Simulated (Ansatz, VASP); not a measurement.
# One calculation of Sb, two programs

```xyz
2
Lattice="2.1470 1.2396 3.6566 -2.1470 1.2396 3.6566 0.0000 -2.4792 3.6566" Properties=species:S:1:pos:R:3 pbc="T T T"
Sb    0.0000    0.0000    2.5869
Sb    0.0000    0.0000    8.3830
```

Alike in both runs: functional LDA; k mesh 12 × 12 × 12; occupations gaussian, width 0.1 eV; no spin polarisation.

Ansatz relaxed the structure, and its values are those at the end. VASP's run is a single point on that final structure, the one shown.

```csv
,VASP,Ansatz
version,VASP 6.6.1,Ansatz 0.2.0
potentials or method,"VASP PAW LDA potentials, release 64 (Sb), cutoff 500 eV","scalar-relativistic, plane waves, PAW"
valence electrons in the cell,10,30
```

```csv
,VASP,Ansatz,Ansatz less VASP
gap on the k mesh at the Fermi level (eV),none,none,-
pressure (GPa),0.3,0.0,-0.30
rms of the force components (eV/Å),0.039,0.003,-0.0367
```

LDA's correlation is that of Perdew and Zunger in VASP and of Perdew and Wang (1992) in Ansatz. A gap of «none» marks a metal or a gap that the smearing closes. VASP's potentials hold 10 valence electrons a cell and Ansatz's 30, so a difference there can come from the potentials and not from the codes.

Spin-orbit coupling is off throughout.
